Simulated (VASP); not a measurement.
# Al (Fmmm) in VASP: a series of runs

Al is run at these levels: PBE; tasks: single point.

All numbers are computed with VASP 6.6.1; they aren't measurements. Logs are shortened: lines on timing, memory, paths and dates and some standing lists are left out, and cuts for length are marked.

**1. The cell of the first run**

It takes space group Fmmm (No. 69, orthorhombic). The conventional cell has a = 3.235 Å, b = 4.255 Å, c = 4.895 Å, α = 90.00°, β = 90.00°, γ = 90.00°. Al (site symmetry mmm) has 14 Al at 2.67 to 3.24 Å within 3.5 Å.

**2. Single point, PBE (engineering shear strain xy -0.1400, strain +e along x and -e along y +0.0000)**

The input, INCAR:

```
PREC = Accurate
ENCUT = 520
EDIFF = 1E-7
ISMEAR = 0
SIGMA = 0.15
LREAL = False
LASPH = True
NELM = 60
ALGO = Fast
ISIF = 2
LWAVE = False
LCHARG = True
GGA = PE
LELF = True
LVHAR = True
NBANDS = 8
```

The input, KPOINTS:

```
Automatic mesh
0
Gamma
  20 20 20
```

The input, POSCAR:

```
Al
1.0
   -1.7307359569      1.7307359569      1.6175102401
    1.7307359569     -1.7307359569      1.6175102401
    1.5042845233      1.5042845233     -1.6175102401
Al
1
Direct
    0.0000000000      0.0000000000      0.0000000000
```

Potentials or basis: VASP PAW PBE potentials, release 64 (Al).

Started as:

```bash
$ cat potpaw_PBE.64/Al/POTCAR > POTCAR
$ mpirun -np 1 vasp_std > vasp.out
```

OUTCAR:

```text
PREC = Accurate
   ENCUT = 520
   EDIFF = 1E-7
   ISMEAR = 0
   LREAL = False
   LASPH = True
   NELM = 60
   ISIF = 2
   GGA = PE

 ion  position               nearest neighbor table
   1  0.000  0.000  0.000-

  LATTYP: Found a face centered orthorhombic cell.
 ALAT       =     3.2350204802
 B/A-ratio  =     1.3152186130
 C/A-ratio  =     1.5132085117

  Lattice vectors:

 A1 = (  -0.2264514336,   3.2350204802,   0.0000000000)
 A2 = (  -1.7307359569,   1.7307359569,   1.6175102401)
 A3 = (   1.5042845233,   1.5042845233,   1.6175102401)

Analysis of symmetry for initial positions (statically):
=====================================================================
 Subroutine PRICEL returns:
 Original cell was already a primitive cell.

 Routine SETGRP: Setting up the symmetry group for a
 face centered orthorhombic supercell.

 Subroutine GETGRP returns: Found  8 space group operations
 (whereof  8 operations were pure point group operations)
 out of a pool of  8 trial point group operations.

The static configuration has the point symmetry D_2h.

Analysis of symmetry for dynamics (positions and initial velocities):
=====================================================================
 Subroutine PRICEL returns:
 Original cell was already a primitive cell.

 Routine SETGRP: Setting up the symmetry group for a
 face centered orthorhombic supercell.

 Subroutine GETGRP returns: Found  8 space group operations
 (whereof  8 operations were pure point group operations)
 out of a pool of  8 trial point group operations.

The dynamic configuration has the point symmetry D_2h.

 Subroutine INISYM returns: Found  8 space group operations
 (whereof  8 operations are pure point group operations),
 and found     1 'primitive' translations

----------------------------------------------------------------------------------------

                                     Primitive cell

  volume of cell :      16.8449

  direct lattice vectors                    reciprocal lattice vectors
    -1.730735957  1.730735957  1.617510240     0.021744743  0.310639186  0.309117054
     1.730735957 -1.730735957  1.617510240     0.310639186  0.021744743  0.309117054
     1.504284523  1.504284523 -1.617510240     0.332383929  0.332383929  0.000000000

  length of vectors
     2.933808665  2.933808665  2.672467630     0.438774305  0.438774305  0.470061860

  position of ions in fractional coordinates (direct lattice)
     0.000000000  0.000000000  0.000000000

  ion indices of the primitive-cell ions
[... 73 lines left out ...]
   NELM   =     60;   NELMIN=  2; NELMDL= -5     # of ELM steps
   EDIFF  = 0.1E-06   stopping-criterion for ELM
   LREAL  =      F    real-space projection
   EDIFFG = 0.1E-05   stopping-criterion for IOM
   NSW    =      0    number of steps for IOM
   IBRION =     -1    ionic relax: 0-MD 1-quasi-New 2-CG
   NFREE  =      0    steps in history (QN), initial steepest desc. (CG)
   ISIF   =      2    stress and relaxation
   ISYM   =      2    0-nonsym 1-usesym 2-fastsym
   POTIM  = 0.5000    time-step for ionic-motion
   TEBEG  =    0.0;   TEEND  =   0.0 temperature during run
   PSTRESS=    0.0 pullay stress
   NELECT =       3.0000    total number of electrons
   NUPDOWN=      -1.0000    fix difference up-down
   EMIN   =  10.00;   EMAX   =-10.00  energy-range for DOS
   EFERMI =   0.00;   METHOD = LEGACY
   ISMEAR =     0;   SIGMA  =   0.15  broadening in eV -4-tet -1-fermi 0-gaus
   EFERMI_NEDOS =   21; number of points for ismear=-14 and -15
   IALGO  =     68    algorithm
   IMIX   =      4    mixing-type and parameters
     AMIX     =   0.40;   BMIX     =  1.00
     AMIX_MAG =   1.60;   BMIX_MAG =  1.00
  volume/ion in A,a.u.               =      16.84       113.67
  Fermi-wavevector in a.u.,A,eV,Ry     =   0.921070  1.740570 11.542774  0.848370
  Thomas-Fermi vector in A             =   2.046446
   LORBIT       =      0    0 simple, 1 ext, 2 COOP (PROOUT), +10 PAW based schemes
   GGA     = PE    functional components
   LHFCALC =     F    Hartree Fock is set to
   AEXX    =    0.0000 exact exchange contribution
   IVDW    =     0    specifies the selected vdW correction
   LEPSILON=     F    determine dielectric tensor
   LRPA    =     F    only Hartree local field effects (RPA)
 non-spin polarized calculation
 RMM-DIIS sequential band-by-band and
 Gauss-broadening in eV      SIGMA  =   0.15
  energy-cutoff  :      520.00
  volume of cell :       16.84
 maximum number of plane-waves:       474
 NGX is ok and might be reduce to    24
   NGX = 11   NGY = 11   NGZ =  9

 number of electron       3.0000000 magnetization

 Free energy of the ion-electron system (eV)
  ---------------------------------------------------
  ext. energy  EPLUGINS =         0.00000000
  ---------------------------------------------------
  free energy    TOTEN  =        -3.60927850 eV

  energy without entropy =       -3.60431639  energy(sigma->0) =       -3.60679745

 E-fermi :   7.7652     XC(G=0): -10.1183

 val. band max:        7.7580974019   @ k =  -0.2500   0.5000   0.0500
 cond. band min:       7.7696836424   @ k =   0.3000   0.2500   0.0000
 fundamental gap:      0.0115862405
 Fermi energy:         7.7652399547

 k-point     1 :       0.0000    0.0000    0.0000
  band No.  band energies     occupation
      1      -3.2097      2.00000
      2      19.3106      0.00000
      3      19.6312      0.00000
      4      20.0562      0.00000
      5      21.9769      0.00000
      6      22.2892      0.00000
      7      23.0166      0.00000
      8      24.0900      0.00000
[... 243 lines left out ...]
 k-point    24 :      -0.3500    0.0500    0.0000
  band No.  band energies     occupation
      1      -0.2426      2.00000
      2       9.4233      0.00000
      3      13.6675      0.00000
      4      17.4243      0.00000
      5      19.7166      0.00000
      6      21.4709      0.00000
      7      25.2471      0.00000
      8      27.4401      0.00000

 [... further k-points ...]
[... 5 lines left out ...]
  --------------------------------------------------------------------------------------
  -------------------------------------------------------------------------------------
  Total        0.1814290      0.1814290      0.2474060      0.6371321      0.0000000      0.0000000
  in kB       17.2563660     17.2563660     23.5316788     60.5999484      0.0000000      0.0000000
  external PRESSURE =      19.3481369 kB  Pullay stress =       0.0000000 kB

 VOLUME and BASIS-vectors are now :
 -----------------------------------------------------------------------------
  energy-cutoff  :      520.00
  volume of cell :       16.84
      direct lattice vectors                 reciprocal lattice vectors
    -1.730735957  1.730735957  1.617510240     0.021744743  0.310639186  0.309117054
     1.730735957 -1.730735957  1.617510240     0.310639186  0.021744743  0.309117054
     1.504284523  1.504284523 -1.617510240     0.332383929  0.332383929  0.000000000

 POSITION                                       TOTAL-FORCE (eV/Angst)
 -----------------------------------------------------------------------------------
      0.00000      0.00000      0.00000         0.000000      0.000000     -0.000000
 -----------------------------------------------------------------------------------
    total drift:                                0.000000      0.000000      0.000000

  FREE ENERGIE OF THE ION-ELECTRON SYSTEM (eV)
  ---------------------------------------------------
  free  energy   TOTEN  =        -3.6092785034 eV

  energy  without entropy=       -3.6043163938  energy(sigma->0) =       -3.60679745
```

OSZICAR:

```text
N       E                     dE             d eps       ncg     rms          rms(c)
DAV:   1    -0.226285447014E+01   -0.22629E+01   -0.85112E+02 18728   0.204E+02
DAV:   2    -0.362587229754E+01   -0.13630E+01   -0.13279E+01 26216   0.185E+01
DAV:   3    -0.363271307132E+01   -0.68408E-02   -0.68343E-02 22616   0.144E+00
DAV:   4    -0.363273287572E+01   -0.19804E-04   -0.19805E-04 26976   0.707E-02
DAV:   5    -0.363273295508E+01   -0.79353E-07   -0.79396E-07 23344   0.302E-03    0.126E+00
RMM:   6    -0.361890040375E+01    0.13833E-01   -0.10799E-03 18657   0.183E-01    0.736E-01
RMM:   7    -0.360926744641E+01    0.96330E-02   -0.34209E-03 21817   0.313E-01    0.112E-01
RMM:   8    -0.360927719939E+01   -0.97530E-05   -0.16609E-04 20658   0.793E-02    0.199E-02
RMM:   9    -0.360927953543E+01   -0.23360E-05   -0.21555E-05 21091   0.289E-02    0.134E-02
RMM:  10    -0.360927903293E+01    0.50250E-06   -0.42958E-06 21785   0.125E-02    0.190E-02
RMM:  11    -0.360927848609E+01    0.54684E-06   -0.73097E-07 21205   0.471E-03    0.790E-03
RMM:  12    -0.360927850338E+01   -0.17291E-07   -0.21353E-07 19010   0.271E-03
   1 F= -.36092785E+01 E0= -.36067974E+01  d E =-.496211E-02
```

stdout:

```text
POSCAR found type information on POSCAR Al
 POSCAR found :  1 types and       1 ions
 scaLAPACK will be used
 LDA part: xc-table for (Slater+PW92), standard interpolation
 POSCAR, INCAR and KPOINTS ok, starting setup
 FFT: planning ... GRIDC
 FFT: planning ... GRID_SOFT
 FFT: planning ... GRID
 WAVECAR not read
 entering main loop
```

Wall time 38 s (1 thread of Intel Xeon 6975P-C (Granite Rapids), shared host); peak memory 0.24 GiB.

What came out:

| Item | Value |
| --- | --- |
| Free energy | -3.6093 eV |
| Pressure | 1.9 GPa |

Caveat: the cell differs from its parent crystal (engineering shear strain xy -0.1400, strain +e along x and -e along y +0.0000).

**3. Single point, PBE (engineering shear strain xy -0.1050, strain +e along x and -e along y +0.0000)**

The input, INCAR:

```
PREC     = Accurate       # precision mode
ENCUT    = 520            # plane-wave cutoff, eV
EDIFF    = 1E-7           # SCF threshold, eV
ISMEAR   = 0              # smearing method
SIGMA    = 0.15           # smearing width, eV
LREAL    = F              # projectors in reciprocal space
LASPH    = T              # aspherical terms in the spheres
NELM     = 100            # most SCF steps
ALGO     = Fast           # electronic algorithm
ISIF     = 2              # what is computed and relaxed
LWAVE    = F              # write WAVECAR
LCHARG   = F              # write CHGCAR
GGA      = PE             # functional
NBANDS   = 8              # bands
```

The input, KPOINTS:

```
regular mesh
0
Gamma
  20 20 20
```

The input, POSCAR:

```
Al
1.0
   -1.7024295277      1.7024295277      1.6175102401
    1.7024295277     -1.7024295277      1.6175102401
    1.5325909525      1.5325909525     -1.6175102401
Al
1
Direct
    0.0000000000      0.0000000000      0.0000000000
```

Potentials or basis: VASP PAW PBE potentials, release 64 (Al).

Started as:

```bash
$ cat potpaw_PBE.64/Al/POTCAR > POTCAR
$ mpirun -np 1 vasp_std > vasp.out
```

Run time: 38 s. Hardware: 1 thread of Intel Xeon 6975P-C (Granite Rapids), shared host; peak memory 0.24 GiB.

It converged, with:

```
Free energy : -3.6286 eV
Pressure    : 1.1 GPa
```

Stress tensor (GPa, compression positive):
```
0.92 4.25 0.00
4.25 0.92 0.00
0.00 0.00 1.41
```

Levels at points of the mesh, in eV from the Fermi level:
| k point | band 1 | band 2 | band 3 | band 4 |
| --- | --- | --- | --- | --- |
| (0.00, 0.00, 0.00) | -10.97 | 12.08 | 12.47 | 12.55 |
| (0.50, 0.00, 0.00) | -4.23 | -3.81 | 7.29 | 7.83 |
| (0.50, 0.50, 0.00) | -4.78 | -4.64 | 8.48 | 9.01 |
| (0.00, 0.00, 0.50) | -3.72 | -2.81 | 7.00 | 7.97 |
| (0.50, 0.50, 0.50) | 1.43 | 1.80 | 2.43 | 3.01 |

Caveat: the cell differs from its parent crystal (engineering shear strain xy -0.1050, strain +e along x and -e along y +0.0000).
